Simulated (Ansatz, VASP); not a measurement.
**Two plane-wave programs on PbSe**

Contents of INCAR:

```
SYSTEM = PbSe
ALGO = Normal
EDIFF = 1E-6
ENCUT = 520
GGA = PS
ISIF = 2
ISMEAR = 0
LASPH = .True.
LCHARG = .False.
LREAL = .False.
LWAVE = .False.
NBANDS = 17
NELM = 80
PREC = Accurate
SIGMA = 0.01
```

KPOINTS

```
k-points
0
Gamma
  12 12 12
  0 0 0
```

POSCAR

```
PbSe
1.0
    0.0000000000      3.0514739670      3.0514739670
    3.0514739670      0.0000000000      3.0514739670
    3.0514739670      3.0514739670      0.0000000000
Pb Se
1 1
Direct
    0.0000000000      0.0000000000      0.0000000000
    0.5000000000      0.5000000000      0.5000000000
```

Input for Ansatz:

```yaml
crystal:
  lattice:
    - [0.0, 3.05147396705, 3.05147396705]
    - [3.05147396705, 0.0, 3.05147396705]
    - [3.05147396705, 3.05147396705, 0.0]
  atoms:
    - { symbol: Pb, position: [0.0, 0.0, 0.0] }
    - { symbol: Se, position: [0.5, 0.5, 0.5] }
kpoints:
  mp_grid: { grid: [12, 12, 12] }
scf:
  occupations: { method: fixed }
hamiltonian:
  xc: pbesol
  pseudopotentials: { kind: paw }
output:
  forces: true
  stress: true
  eigenvalues: true
  eigenstates:
    nscf_kmesh: { grid: [12, 12, 12] }
    de_dk: true
    e_range: [-9, 10.16831241981]
  optics:
    e_range: [0, 30]
    de: 0.2
    sigma: 0.2
    bands: { spectra_wanted_up_to: 30 }
    nscf_kmesh: { grid: [12, 12, 12] }
checkpoint:
  write: ck
  write_wavefunctions: false
```

Alike in both runs: task single point; functional PBEsol; k mesh 12 × 12 × 12; no spin polarisation.

|  | VASP | Ansatz |
| --- | --- | --- |
| version | VASP 6.6.1 | Ansatz 0.2.0 |
| potentials or method | VASP PAW PBE potentials, release 64 (Pb_d, Se) | PAW with Ansatz's default frozen-core files, scalar-relativistic |
| plane-wave cutoff (eV) | 520 | 420 |
| occupations | gaussian, width 0.01 eV | fixed |
| valence electrons in the cell | 20 | 30 |

```csv
,VASP,Ansatz,Ansatz less VASP
gap on the k mesh at the Fermi level (eV),0.17,0.17,-0.003
pressure (GPa),0.0,0.0,+0.01
```

VASP's potentials were made for PBE, not for PBEsol. VASP's potentials hold 20 valence electrons a cell and Ansatz's 30, so a difference there can come from the potentials and not from the codes.

Neither program's run includes spin-orbit coupling.
